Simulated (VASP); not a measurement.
# MgS (Fm-3m) in VASP: notebook, part 2 of 2

VASP 6.6.1.

### Step 3. Vibrations by perturbation theory, LDA

File INCAR:

```
SYSTEM = MgS
PREC     = Accurate       ! precision mode
ENCUT    = 520            ! plane-wave cutoff, eV
EDIFF    = 1E-8           ! SCF threshold, eV
ISMEAR   = 0              ! smearing method
SIGMA    = 0.01           ! smearing width, eV
LREAL    = .FALSE.        ! projectors in reciprocal space
LASPH    = .TRUE.         ! aspherical terms in the spheres
NELM     = 80             ! most SCF steps
ALGO     = Normal         ! electronic algorithm
ISIF     = 2              ! what is computed and relaxed
LWAVE    = .FALSE.        ! write WAVECAR
LCHARG   = .TRUE.         ! write CHGCAR
NBANDS   = 11             ! bands
IBRION   = 8              ! ionic algorithm
NSW      = 1              ! ionic steps
```

File KPOINTS:

```
regular mesh
0
G
  8 8 8
  0 0 0
```

File POSCAR:

```
MgS
1.0
    0.0000000000      2.5641824407      2.5641824407
    2.5641824407      0.0000000000      2.5641824407
    2.5641824407      2.5641824407      0.0000000000
Mg S
1 1
Direct
    0.0000000000      0.0000000000      0.0000000000
    0.5000000000      0.5000000000      0.5000000000
```

Potentials or basis: VASP PAW LDA potentials, release 64 (Mg, S).

Started as:

```bash
$ cat potpaw_LDA.64/Mg/POTCAR potpaw_LDA.64/S/POTCAR > POTCAR
$ mpirun -np 1 vasp_std > vasp.out
```

OUTCAR:

```text
SYSTEM = MgS
   PREC = Accurate
   ENCUT = 520
   EDIFF = 1E-8
   ISMEAR = 0
   LREAL = .FALSE.
   LASPH = .TRUE.
   NELM = 80
   ISIF = 2
   IBRION = 8
   NSW = 1

 ion  position               nearest neighbor table
   1  0.000  0.000  0.000-   2 2.56   2 2.56   2 2.56   2 2.56   2 2.56   2 2.56
   2  0.500  0.500  0.500-   1 2.56   1 2.56   1 2.56   1 2.56   1 2.56   1 2.56

  LATTYP: Found a face centered cubic cell.
 ALAT       =     5.1283648814

  Lattice vectors:

 A1 = (   0.0000000000,   2.5641824407,   2.5641824407)
 A2 = (   2.5641824407,   0.0000000000,   2.5641824407)
 A3 = (   2.5641824407,   2.5641824407,   0.0000000000)

Analysis of symmetry for initial positions (statically):
=====================================================================
 Subroutine PRICEL returns:
 Original cell was already a primitive cell.

 Routine SETGRP: Setting up the symmetry group for a
 face centered cubic supercell.

 Subroutine GETGRP returns: Found 48 space group operations
 (whereof 48 operations were pure point group operations)
 out of a pool of 48 trial point group operations.

The static configuration has the point symmetry O_h .

Analysis of symmetry for dynamics (positions and initial velocities):
=====================================================================
 Subroutine PRICEL returns:
 Original cell was already a primitive cell.

 Routine SETGRP: Setting up the symmetry group for a
 face centered cubic supercell.

 Subroutine GETGRP returns: Found 48 space group operations
 (whereof 48 operations were pure point group operations)
 out of a pool of 48 trial point group operations.

The dynamic configuration has the point symmetry O_h .

 Subroutine INISYM returns: Found 48 space group operations
 (whereof 48 operations are pure point group operations),
 and found     1 'primitive' translations

----------------------------------------------------------------------------------------

                                     Primitive cell

  volume of cell :      33.7192

  direct lattice vectors                    reciprocal lattice vectors
     0.000000000  2.564182441  2.564182441    -0.194993926  0.194993926  0.194993926
     2.564182441  0.000000000  2.564182441     0.194993926 -0.194993926  0.194993926
     2.564182441  2.564182441  0.000000000     0.194993926  0.194993926 -0.194993926

  length of vectors
     3.626301584  3.626301584  3.626301584     0.337739386  0.337739386  0.337739386

  position of ions in fractional coordinates (direct lattice)
     0.000000000  0.000000000  0.000000000
     0.500000000  0.500000000  0.500000000

  ion indices of the primitive-cell ions
   primitive index   ion index
                 1           1
                 2           2

[... 450 lines left out ...]
 k-point    24 :      -0.3750    0.2500    0.1250
  band No.  band energies     occupation
      1      -7.2475      2.00000
      2      -0.6132      2.00000
      3       1.6752      2.00000
      4       2.7304      2.00000
      5       9.4749      0.00000
      6      10.0252      0.00000
      7      12.3818      0.00000
      8      13.4792      0.00000
      9      16.2763      0.00000
     10      17.3964      0.00000
     11      19.6050      0.00000

 [... further k-points ...]

------------------------ aborting loop because EDIFF is reached ----------------------------------------

  FORCE on cell =-STRESS in cart. coord.  units (eV):
  Direction    XX          YY          ZZ          XY          YZ          ZX
  --------------------------------------------------------------------------------------
  -------------------------------------------------------------------------------------
  Total       -0.1152915     -0.1152915     -0.1152915      0.0000000     -0.0000000      0.0000000
  in kB       -5.4781147     -5.4781147     -5.4781147      0.0000000     -0.0000000      0.0000000
  external PRESSURE =      -5.4781147 kB  Pullay stress =       0.0000000 kB

 VOLUME and BASIS-vectors are now :
 -----------------------------------------------------------------------------
  energy-cutoff  :      520.00
  volume of cell :       33.72
      direct lattice vectors                 reciprocal lattice vectors
     0.000000000  2.564182441  2.564182441    -0.194993926  0.194993926  0.194993926
     2.564182441  0.000000000  2.564182441     0.194993926 -0.194993926  0.194993926
     2.564182441  2.564182441  0.000000000     0.194993926  0.194993926 -0.194993926

 POSITION                                       TOTAL-FORCE (eV/Angst)
 -----------------------------------------------------------------------------------
      0.00000      0.00000      0.00000        -0.000000     -0.000000     -0.000000
      2.56418      2.56418      2.56418         0.000000      0.000000      0.000000
 -----------------------------------------------------------------------------------
    total drift:                                0.000000      0.000000      0.000000

  FREE ENERGIE OF THE ION-ELECTRON SYSTEM (eV)
  ---------------------------------------------------
  free  energy   TOTEN  =        -9.5921000680 eV

  energy  without entropy=       -9.5921000680  energy(sigma->0) =       -9.59210007

[... ionic steps 2 to 3 ...]

--------------------------------------- Ionic step        4  -------------------------------------------

------------------------ aborting loop because EDIFF is reached ----------------------------------------

[... ionic steps 5 to 6 ...]

--------------------------------------- Ionic step        7  -------------------------------------------

 Free energy of the ion-electron system (eV)
  ---------------------------------------------------
  ---------------------------------------------------
  free energy    TOTEN  =        -0.10516995 eV

  energy without entropy =       -0.10516995

------------------------ aborting loop because EDIFF is reached ----------------------------------------

 INTERNAL STRAIN TENSOR  FOR ION    2  DIRECTION 1   (eV/Angst):
 -----------------------------------------------------------------------------
    -0.01387  0.00000 -0.00000
     0.00000  0.01618  0.00000
     0.00000  0.00000  0.01618

 INTERNAL STRAIN TENSOR FOR ION    2 for displacements in x,y,z  (eV/Angst):
          X           Y           Z          XY          YZ          ZX
  --------------------------------------------------------------------------------
  x     0.00000     0.00000     0.00000     0.00000     0.00000     0.00000
  y     0.00000     0.00000     0.00000     0.00000     0.00000     0.00000
  z     0.00000     0.00000     0.00000     0.00000     0.00000     0.00000

 SECOND DERIVATIVES (NOT SYMMETRIZED)
 ------------------------------------
               1X          1Y          1Z          2X          2Y          2Z
  1X    -3.216968    0.000000    0.000000    3.216968    0.000000    0.000000
  1Y     0.000000   -3.216968    0.000000    0.000000    3.216968    0.000000
  1Z     0.000000    0.000000   -3.216968    0.000000    0.000000    3.216968
  2X     3.236000    0.000000    0.000000   -3.236000    0.000000    0.000000
  2Y     0.000000    3.236000    0.000000    0.000000   -3.236000    0.000000
  2Z     0.000000    0.000000    3.236000    0.000000    0.000000   -3.236000

 Eigenvectors and eigenvalues of the dynamical matrix
 ----------------------------------------------------

   1 f  =    7.550669 THz    47.442253 2PiTHz  251.863211 cm-1    31.227044 meV
             X         Y         Z           dx          dy          dz
      0.000000  0.000000  0.000000     0.000000    0.753254    0.000000
      2.564182  2.564182  2.564182     0.000000   -0.657730    0.000000
[... 21 lines left out ...]
   6 f/i=    0.011033 THz     0.069322 2PiTHz    0.368021 cm-1     0.045629 meV
             X         Y         Z           dx          dy          dz
      0.000000  0.000000  0.000000     0.000000    0.000000   -0.657730
      2.564182  2.564182  2.564182     0.000000    0.000000   -0.753254

--------------------------------------------------------------------------------------------------------

 ELASTIC MODULI CONTR FROM IONIC RELAXATION (kBar)
 Direction    XX          YY          ZZ          XY          YZ          ZX
 --------------------------------------------------------------------------------
 XX           0.0000      0.0000      0.0000      0.0000      0.0000      0.0000
 YY           0.0000      0.0000      0.0000      0.0000      0.0000      0.0000
 ZZ           0.0000      0.0000      0.0000      0.0000      0.0000      0.0000
 XY           0.0000      0.0000      0.0000      0.0000      0.0000      0.0000
 YZ           0.0000      0.0000      0.0000      0.0000      0.0000      0.0000
 ZX           0.0000      0.0000      0.0000      0.0000      0.0000      0.0000
 --------------------------------------------------------------------------------
```

Wall time 84 s (1 thread of Intel Xeon 8259CL, shared host); peak memory 0.2 GiB.

Results:

```
Highest phonon frequency at Γ, LO-TO splitting left out : 252 cm⁻¹
```

Phonon frequencies in cm⁻¹ (negative: imaginary):
| q point | frequencies |
| --- | --- |
| (0.000, 0.000, 0.000) | 0 0 0 252 252 252 |

### Step 4. Vibrations by perturbation theory, LDA (17.11 Å³/atom)

This run uses another cell than the first one, of 17.11 Å³/atom.

File INCAR:

```
SYSTEM = MgS
ALGO     = Normal         ! electronic algorithm
EDIFF    = 1E-8           ! SCF threshold, eV
ENCUT    = 520            ! plane-wave cutoff, eV
GGA      = CA             ! functional
IBRION   = 8              ! ionic algorithm
ISIF     = 2              ! what is computed and relaxed
ISMEAR   = 0              ! smearing method
LASPH    = .TRUE.         ! aspherical terms in the spheres
LCHARG   = .FALSE.        ! write CHGCAR
LREAL    = .FALSE.        ! projectors in reciprocal space
LWAVE    = .FALSE.        ! write WAVECAR
NELM     = 60             ! most SCF steps
NSW      = 1              ! ionic steps
PREC     = Accurate       ! precision mode
SIGMA    = 0.01           ! smearing width, eV
```

File KPOINTS:

```
k-points
0
G
  8 8 8
  0 0 0
```

File POSCAR:

```
MgS
1.0
    0.0000000000      2.5769397773      2.5769397773
    2.5769397773      0.0000000000      2.5769397773
    2.5769397773      2.5769397773      0.0000000000
Mg S
1 1
Direct
    0.0000000000      0.0000000000      0.0000000000
    0.5000000000      0.5000000000      0.5000000000
```

Potentials or basis: VASP PAW LDA potentials, release 64 (Mg, S).

Started as:

```bash
$ cat potpaw_LDA.64/Mg/POTCAR potpaw_LDA.64/S/POTCAR > POTCAR
$ mpirun -np 1 vasp_std > vasp.out
```

OUTCAR:

```text
SYSTEM = MgS
   EDIFF = 1E-8
   ENCUT = 520
   GGA = CA
   IBRION = 8
   ISIF = 2
   ISMEAR = 0
   LASPH = .TRUE.
   LREAL = .FALSE.
   NELM = 60
   NSW = 1
   PREC = Accurate

 ion  position               nearest neighbor table
   1  0.000  0.000  0.000-   2 2.58   2 2.58   2 2.58   2 2.58   2 2.58   2 2.58
   2  0.500  0.500  0.500-   1 2.58   1 2.58   1 2.58   1 2.58   1 2.58   1 2.58

  LATTYP: Found a face centered cubic cell.
 ALAT       =     5.1538795546
[... 522 lines left out ...]
               1X          1Y          1Z          2X          2Y          2Z
  1X    -2.976958    0.000000    0.000000    2.976958    0.000000    0.000000
  1Y     0.000000   -2.976958    0.000000    0.000000    2.976958    0.000000
  1Z     0.000000    0.000000   -2.976958    0.000000    0.000000    2.976958
  2X     2.973608    0.000000    0.000000   -2.973608    0.000000    0.000000
  2Y     0.000000    2.973608    0.000000    0.000000   -2.973608    0.000000
  2Z     0.000000    0.000000    2.973608    0.000000    0.000000   -2.973608

 Eigenvectors and eigenvalues of the dynamical matrix
 ----------------------------------------------------

   1 f  =    7.252528 THz    45.568975 2PiTHz  241.918283 cm-1    29.994031 meV
             X         Y         Z           dx          dy          dz
      0.000000  0.000000  0.000000     0.000000    0.754397    0.000000
      2.576940  2.576940  2.576940     0.000000   -0.656419    0.000000
[... 21 lines left out ...]
   6 f/i=    0.002022 THz     0.012706 2PiTHz    0.067452 cm-1     0.008363 meV
             X         Y         Z           dx          dy          dz
      0.000000  0.000000  0.000000     0.000000    0.000000   -0.656419
      2.576940  2.576940  2.576940     0.000000    0.000000   -0.754397

--------------------------------------------------------------------------------------------------------

 ELASTIC MODULI CONTR FROM IONIC RELAXATION (kBar)
 Direction    XX          YY          ZZ          XY          YZ          ZX
 --------------------------------------------------------------------------------
 XX           0.0000      0.0000      0.0000      0.0000      0.0000      0.0000
 YY           0.0000      0.0000      0.0000      0.0000      0.0000      0.0000
 ZZ           0.0000      0.0000      0.0000      0.0000      0.0000      0.0000
 XY           0.0000      0.0000      0.0000      0.0000      0.0000      0.0000
 YZ           0.0000      0.0000      0.0000      0.0000      0.0000      0.0000
 ZX           0.0000      0.0000      0.0000      0.0000      0.0000      0.0000
 --------------------------------------------------------------------------------
```

stdout:

```text
POSCAR found type information on POSCAR MgS
 POSCAR found :  2 types and       2 ions
 scaLAPACK will be used
 LDA part: xc-table for (Slater(with rela. corr.)+CA(PZ))
 , standard interpolation
 POSCAR, INCAR and KPOINTS ok, starting setup
 FFT: planning ... GRIDC
 FFT: planning ... GRID_SOFT
 FFT: planning ... GRID
 WAVECAR not read
 entering main loop
 Linear response reoptimize wavefunctions to high precision
 Linear response DOF=           2
 Linear response progress:
 first order change of Fermi-energy  -0.21510E-03
 force on displaced ion       1 direction 1 :  -2.977   0.000   0.000
 Linear response progress:
 first order change of Fermi-energy   0.10969E-02
 force on displaced ion       2 direction 1 :  -2.974   0.000   0.000
 Linear response finished
```

It took 75 s on 1 thread of Intel Xeon 8259CL, shared host; peak memory 0.19 GiB.

What came out:

```yaml
Highest_phonon_frequency_at_Γ_LO-TO_splitting_left_out: 242 cm⁻¹
```

Phonon frequencies in cm⁻¹ (negative: imaginary):
```csv
q point,frequencies
"(0.000, 0.000, 0.000)",0 0 0 242 242 242
```

Caveat: the cell stands under pressure or tension, which shifts response properties.
